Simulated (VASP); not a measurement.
# SnTe: single point with PBE-based screened hybrid with 5 % exact exchange

Crystal: SnTe.

```
Sn Te
1.0
     0.00000    3.58398    3.58398
     3.58398    0.00000    3.58398
     3.58398    3.58398    0.00000
Sn Te
1 1
Direct
  0.00000 0.00000 0.00000
  0.25000 0.25000 0.25000
```

* Program: VASP 6.6.1
* Task: single point
* Functional: PBE-based screened hybrid with 5 % exact exchange
* Potentials or basis: VASP PAW PBE potentials, release 64 (Sn_d, Te)
* Cutoff: 520 eV
* k mesh: 4 × 4 × 4
* Occupations: fermi-dirac, width 0.02 eV
* Spin: no spin polarisation

```
Pressure               : 0.2 GPa
Band gap on the k mesh : 0.06 eV (least direct gap 0.82 eV)
```

Levels at points of the mesh, in eV from the valence-band top:
| k point | band 6 | band 7 | band 8 | band 9 | band 10 | band 11 | band 12 | band 13 | band 14 | band 15 |
| --- | --- | --- | --- | --- | --- | --- | --- | --- | --- | --- |
| (0.00, 0.00, 0.00) | -11.93 | -5.25 | -2.10 | -2.10 | -2.10 | 0.99 | 0.99 | 0.99 | 4.11 | 6.47 |
| (0.50, 0.00, 0.00) | -11.35 | -7.24 | -2.66 | -2.66 | -2.15 | 1.81 | 1.81 | 3.51 | 5.67 | 6.43 |
| (0.50, 0.50, 0.00) | -11.12 | -7.62 | -3.34 | -3.34 | -0.76 | 0.06 | 4.01 | 4.01 | 5.47 | 6.50 |

It took 21 min on 1 thread of Intel(R) Xeon(R) Platinum 8259CL CPU @ 2.50GHz (Skylake/Cascade Lake), with other jobs on the host, peak memory 0.36 GiB.

Caveat: the structure was generated, so it needn't be the stable form of SnTe; the PAW data sets were made with another functional, which shifts forces and pressure a little; spin-orbit coupling is left out, which moves the levels of the heavy elements. A k mesh can miss the band edges.
